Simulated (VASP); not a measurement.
# In2O3 (R-3c) in VASP: single point with PBE

Aim: the single point of In2O3 with PBE.

Everything below comes from runs of VASP 6.6.1. Logs are shortened: lines on timing, memory, paths and dates and some standing lists are left out, and cuts for length are marked.

## Step 1: The cell of the first run

The structure is trigonal, space group R-3c (No. 167). Conventional cell: a = 5.296 Å, b = 5.296 Å, c = 14.018 Å, α = 90.00°, β = 90.00°, γ = 120.00°. Within 2.7 Å of In (site symmetry 3) lie 6 O at 2.05 to 2.17 Å. O (site symmetry 2) has 4 In at 2.05 to 2.17 Å within 2.7 Å.

## Step 2: Single point, PBE

INCAR reads:

```
SYSTEM = In2O3
PREC = Accurate
ENCUT = 520
EDIFF = 1E-6
ISMEAR = 0
SIGMA = 0.05
LREAL = .False.
LASPH = .True.
NELM = 60
ALGO = Normal
ISIF = 2
LWAVE = .False.
LCHARG = .True.
GGA = PE
LELF = .True.
LVHAR = .True.
NBANDS = 55
```

KPOINTS reads:

```
Automatic mesh
0
Gamma
  6 6 6
  0 0 0
```

POSCAR reads:

```
In2O3
1.0
    2.6481500000      1.5289101154      4.6725000000
   -2.6481500000      1.5289101154      4.6725000000
    0.0000000000     -3.0578202307      4.6725000000
In O
4 6
Direct
    0.3572021370      0.3572021370      0.3572021370
    0.1427978630      0.1427978630      0.1427978630
    0.6427978630      0.6427978630      0.6427978630
    0.8572021370      0.8572021370      0.8572021370
    0.5465056545      0.9534943455      0.2500000000
    0.2500000000      0.5465056545      0.9534943455
    0.9534943455      0.2500000000      0.5465056545
    0.4534943455      0.0465056545      0.7500000000
    0.7500000000      0.4534943455      0.0465056545
    0.0465056545      0.7500000000      0.4534943455
```

Potentials or basis: VASP PAW PBE potentials, release 64 (In_d, O).

The run is started by

```console
$ cat potpaw_PBE.64/In_d/POTCAR potpaw_PBE.64/O/POTCAR > POTCAR
$ mpirun -np 1 vasp_std > vasp.out
```

OUTCAR:

```text
SYSTEM = In2O3
   PREC = Accurate
   ENCUT = 520
   EDIFF = 1E-6
   ISMEAR = 0
   LREAL = .False.
   LASPH = .True.
   NELM = 60
   ISIF = 2
   GGA = PE

 ion  position               nearest neighbor table
   1  0.357  0.357  0.357-  10 2.05   8 2.05   9 2.05   5 2.17   6 2.17   7 2.17   2 3.01   3 3.13
                             3 3.13   3 3.13   2 3.48   2 3.48   2 3.48   4 3.85   4 3.85   4 3.85
   2  0.143  0.143  0.143-   9 2.05   8 2.05  10 2.05   5 2.17   7 2.17   6 2.17   1 3.01   4 3.13
                             4 3.13   4 3.13   1 3.48   1 3.48   1 3.48   3 3.85   3 3.85   3 3.85
   3  0.643  0.643  0.643-   7 2.05   5 2.05   6 2.05   8 2.17   9 2.17  10 2.17   4 3.01   1 3.13
                             1 3.13   1 3.13   4 3.48   4 3.48   4 3.48   2 3.85   2 3.85   2 3.85
   4  0.857  0.857  0.857-   6 2.05   5 2.05   7 2.05   8 2.17  10 2.17   9 2.17   3 3.01   2 3.13
                             2 3.13   2 3.13   3 3.48   3 3.48   3 3.48   1 3.85   1 3.85   1 3.85
   5  0.547  0.953  0.250-   3 2.05   4 2.05   1 2.17   2 2.17
   6  0.250  0.547  0.953-   4 2.05   3 2.05   1 2.17   2 2.17
   7  0.953  0.250  0.547-   3 2.05   4 2.05   2 2.17   1 2.17
   8  0.453  0.047  0.750-   1 2.05   2 2.05   3 2.17   4 2.17
   9  0.750  0.453  0.047-   2 2.05   1 2.05   3 2.17   4 2.17
  10  0.047  0.750  0.453-   1 2.05   2 2.05   4 2.17   3 2.17

  LATTYP: Found a trigonal (rhomboedric) cell.
 ALAT       =     5.5841311601
 COS(alpha) =     0.5502160672

  Lattice vectors:

 A1 = (   2.6481500000,   1.5289101154,   4.6725000000)
 A2 = (  -2.6481500000,   1.5289101154,   4.6725000000)
 A3 = (   0.0000000000,  -3.0578202307,   4.6725000000)

Analysis of symmetry for initial positions (statically):
=====================================================================
 Subroutine PRICEL returns:
 Original cell was already a primitive cell.

 Routine SETGRP: Setting up the symmetry group for a
 trigonal (rhombohedral) supercell.

 Subroutine GETGRP returns: Found 12 space group operations
 (whereof  6 operations were pure point group operations)
 out of a pool of 12 trial point group operations.

The static configuration has the point symmetry S_6 .
 The point group associated with its full space group is D_3d.

Analysis of symmetry for dynamics (positions and initial velocities):
=====================================================================
 Subroutine PRICEL returns:
 Original cell was already a primitive cell.

 Routine SETGRP: Setting up the symmetry group for a
 trigonal (rhombohedral) supercell.

 Subroutine GETGRP returns: Found 12 space group operations
 (whereof  6 operations were pure point group operations)
 out of a pool of 12 trial point group operations.

The dynamic configuration has the point symmetry S_6 .
 The point group associated with its full space group is D_3d.

 Subroutine INISYM returns: Found 12 space group operations
 (whereof  6 operations are pure point group operations),
 and found     1 'primitive' translations

----------------------------------------------------------------------------------------

                                     Primitive cell

  volume of cell :     113.5076

  direct lattice vectors                    reciprocal lattice vectors
     2.648150000  1.528910115  4.672500000     0.188811057  0.109010114  0.071339397
    -2.648150000  1.528910115  4.672500000    -0.188811057  0.109010114  0.071339397
     0.000000000 -3.057820231  4.672500000     0.000000000 -0.218020229  0.071339397

  length of vectors
     5.584131160  5.584131160  5.584131160     0.229395139  0.229395139  0.229395139

  position of ions in fractional coordinates (direct lattice)
     0.357202137  0.357202137  0.357202137
     0.142797863  0.142797863  0.142797863
     0.642797863  0.642797863  0.642797863
     0.857202137  0.857202137  0.857202137
     0.546505655  0.953494345  0.250000000
     0.250000000  0.546505655  0.953494345
     0.953494345  0.250000000  0.546505655
     0.453494345  0.046505655  0.750000000
     0.750000000  0.453494345  0.046505655
     0.046505655  0.750000000  0.453494345

  ion indices of the primitive-cell ions
   primitive index   ion index
                 1           1
                 2           2
                 3           3
                 4           4
                 5           5
                 6           6
                 7           7
                 8           8
                 9           9
                10          10

----------------------------------------------------------------------------------------

 KPOINTS: Automatic mesh

Automatic generation of k-mesh.
 Grid dimensions read from file:
 generate k-points for:    6    6    6

 Generating k-lattice:

  Cartesian coordinates                     Fractional coordinates (reciprocal lattice)
     0.031468509  0.018168352  0.011889900     0.166666667  0.000000000  0.000000000
    -0.031468509  0.018168352  0.011889900     0.000000000  0.166666667  0.000000000
     0.000000000 -0.036336705  0.011889900    -0.000000000 -0.000000000  0.166666667

  Length of vectors
     0.038232523  0.038232523  0.038232523

  Shift w.r.t. Gamma in fractional coordinates (k-lattice)
     0.000000000  0.000000000  0.000000000

 Subroutine IBZKPT returns following result:
 ===========================================

 Found     32 irreducible k-points:

 Following reciprocal coordinates:
            Coordinates               Weight
  0.000000  0.000000  0.000000      1.000000
  0.166667  0.000000 -0.000000      6.000000
  0.333333 -0.000000 -0.000000      6.000000
  0.500000  0.000000 -0.000000      3.000000
  0.166667  0.166667 -0.000000      6.000000
  0.333333  0.166667 -0.000000     12.000000
[... 16 lines left out ...]
  0.500000  0.500000  0.166667      6.000000
 -0.333333  0.500000  0.166667     12.000000
 [... further k-points ...]
   k-points           NKPTS =     32   k-points in BZ     NKDIM =     32   number of bands    NBANDS=     55
   number of dos      NEDOS =    301   number of ions     NIONS =     10
   total plane-waves  NPLWV =  74088
   dimension x,y,z NGX =    42 NGY =   42 NGZ =   42
   dimension x,y,z NGXF=    84 NGYF=   84 NGZF=   84
   ions per type =               4   6
   NGX,Y,Z   is equivalent  to a cutoff of  12.50, 12.50, 12.50 a.u.
   NGXF,Y,Z  is equivalent  to a cutoff of  25.01, 25.01, 25.01 a.u.
 SYSTEM =  In2O3
   PREC   = accura    normal or accurate (medium, high low for compatibility)
   ISTART =      0    job   : 0-new  1-cont  2-samecut
   ICHARG =      2    charge: 1-file 2-atom 10-const
   ISPIN  =      1    spin polarized calculation?
   LNONCOLLINEAR =      F non collinear calculations
   LSORBIT =      F    spin-orbit coupling
   LASPH  =      T    aspherical Exc in radial PAW
   ENCUT  =  520.0 eV  38.22 Ry    6.18 a.u.  10.38 10.38 10.38*2*pi/ulx,y,z
   NELM   =     60;   NELMIN=  2; NELMDL= -5     # of ELM steps
   EDIFF  = 0.1E-05   stopping-criterion for ELM
   LREAL  =      F    real-space projection
   EDIFFG = 0.1E-04   stopping-criterion for IOM
   NSW    =      0    number of steps for IOM
   IBRION =     -1    ionic relax: 0-MD 1-quasi-New 2-CG
   NFREE  =      0    steps in history (QN), initial steepest desc. (CG)
   ISIF   =      2    stress and relaxation
   ISYM   =      2    0-nonsym 1-usesym 2-fastsym
   POTIM  = 0.5000    time-step for ionic-motion
   TEBEG  =    0.0;   TEEND  =   0.0 temperature during run
   PSTRESS=    0.0 pullay stress
   NELECT =      88.0000    total number of electrons
   NUPDOWN=      -1.0000    fix difference up-down
   EMIN   =  10.00;   EMAX   =-10.00  energy-range for DOS
   EFERMI =   0.00;   METHOD = LEGACY
   ISMEAR =     0;   SIGMA  =   0.05  broadening in eV -4-tet -1-fermi 0-gaus
   EFERMI_NEDOS =   21; number of points for ismear=-14 and -15
   IALGO  =     38    algorithm
   IMIX   =      4    mixing-type and parameters
     AMIX     =   0.40;   BMIX     =  1.00
     AMIX_MAG =   1.60;   BMIX_MAG =  1.00
  volume/ion in A,a.u.               =      11.35        76.60
  Fermi-wavevector in a.u.,A,eV,Ry     =   1.503929  2.842014 30.773694  2.261803
  Thomas-Fermi vector in A             =   2.614975
   LORBIT       =      0    0 simple, 1 ext, 2 COOP (PROOUT), +10 PAW based schemes
   GGA     = PE    functional components
   LHFCALC =     F    Hartree Fock is set to
   AEXX    =    0.0000 exact exchange contribution
   IVDW    =     0    specifies the selected vdW correction
   LEPSILON=     F    determine dielectric tensor
   LRPA    =     F    only Hartree local field effects (RPA)
 non-spin polarized calculation
 Gauss-broadening in eV      SIGMA  =   0.05
  energy-cutoff  :      520.00
  volume of cell :      113.51
 maximum number of plane-waves:      3074
 NGX is ok and might be reduce to    42
   NGX = 21   NGY = 21   NGZ = 21

 number of electron      87.9999968 magnetization

 Free energy of the ion-electron system (eV)
  ---------------------------------------------------
  ext. energy  EPLUGINS =         0.00000000
  ---------------------------------------------------
  free energy    TOTEN  =       -53.63703660 eV

  energy without entropy =      -53.63703660  energy(sigma->0) =      -53.63703660

 E-fermi :   7.2993     XC(G=0): -11.8081

 val. band max:        7.0522555165   @ k =   0.0000   0.0000   0.0000
 cond. band min:       9.0212835182   @ k =   0.0000   0.0000   0.0000
 fundamental gap:      1.9690280017
 Fermi energy:         7.2992620575

 k-point     1 :       0.0000    0.0000    0.0000
  band No.  band energies     occupation
      1     -11.4414      2.00000
      2     -10.3338      2.00000
      3     -10.3338      2.00000
      4     -10.0531      2.00000
      5     -10.0531      2.00000
      6      -9.9572      2.00000
[... 47 lines left out ...]
     54      17.5316      0.00000
[... 1333 lines left out ...]
     54      18.2320      0.00000
     55      19.0092      0.00000

 [... further k-points ...]

------------------------ aborting loop because EDIFF is reached ----------------------------------------

  FORCE on cell =-STRESS in cart. coord.  units (eV):
  Direction    XX          YY          ZZ          XY          YZ          ZX
  --------------------------------------------------------------------------------------
  -------------------------------------------------------------------------------------
  Total       25.9801952     25.9801952     22.3126010      0.0000000      0.0000000      0.0000000
  in kB      366.7143431    366.7143431    314.9457014      0.0000000      0.0000000      0.0000000
  external PRESSURE =     349.4581292 kB  Pullay stress =       0.0000000 kB

 VOLUME and BASIS-vectors are now :
 -----------------------------------------------------------------------------
  energy-cutoff  :      520.00
  volume of cell :      113.51
      direct lattice vectors                 reciprocal lattice vectors
     2.648150000  1.528910115  4.672500000     0.188811057  0.109010114  0.071339397
    -2.648150000  1.528910115  4.672500000    -0.188811057  0.109010114  0.071339397
     0.000000000 -3.057820231  4.672500000     0.000000000 -0.218020229  0.071339397

 POSITION                                       TOTAL-FORCE (eV/Angst)
 -----------------------------------------------------------------------------------
      0.00000      0.00000      5.00708        -0.000000      0.000000      0.364798
      0.00000      0.00000      2.00167        -0.000000     -0.000000     -0.364798
      0.00000      0.00000      9.01042        -0.000000     -0.000000     -0.364798
      0.00000      0.00000     12.01583        -0.000000      0.000000      0.364798
     -1.07777      1.52891      8.17688        -0.031221     -0.000000     -0.000000
     -0.78519     -1.69783      8.17688         0.015610     -0.027038     -0.000000
      1.86296      0.16892      8.17688         0.015610      0.027038     -0.000000
      1.07777     -1.52891      5.84063         0.031221      0.000000     -0.000000
      0.78519      1.69783      5.84063        -0.015610      0.027038     -0.000000
     -1.86296     -0.16892      5.84063        -0.015610     -0.027038     -0.000000
 -----------------------------------------------------------------------------------
    total drift:                                0.000000     -0.000000      0.000000

  FREE ENERGIE OF THE ION-ELECTRON SYSTEM (eV)
  ---------------------------------------------------
  free  energy   TOTEN  =       -53.6370366018 eV

  energy  without entropy=      -53.6370366018  energy(sigma->0) =      -53.63703660
```

Wall time 7.2 min (1 thread of AMD EPYC 7R43 (Zen 3), shared host); peak memory 0.29 GiB.

Results:

```yaml
Free_energy: -53.6370 eV
Pressure: 34.9 GPa
Largest_force: 0.365 eV/Å
Band_gap_on_the_k_mesh: 1.97 eV, direct
```

Forces in eV/Å, atoms in the order of the input:
```
In   0.000  0.000  0.365
In   0.000  0.000 -0.365
In   0.000  0.000 -0.365
In   0.000  0.000  0.365
O   -0.031  0.000  0.000
O    0.016 -0.027  0.000
O    0.016  0.027  0.000
O    0.031  0.000  0.000
O   -0.016  0.027  0.000
O   -0.016 -0.027  0.000
```

Stress tensor (GPa, compression positive):
```
36.67  0.00  0.00
 0.00 36.67  0.00
 0.00  0.00 31.49
```

Caveat: spin-orbit coupling is left out, which moves the levels of the heavy elements.
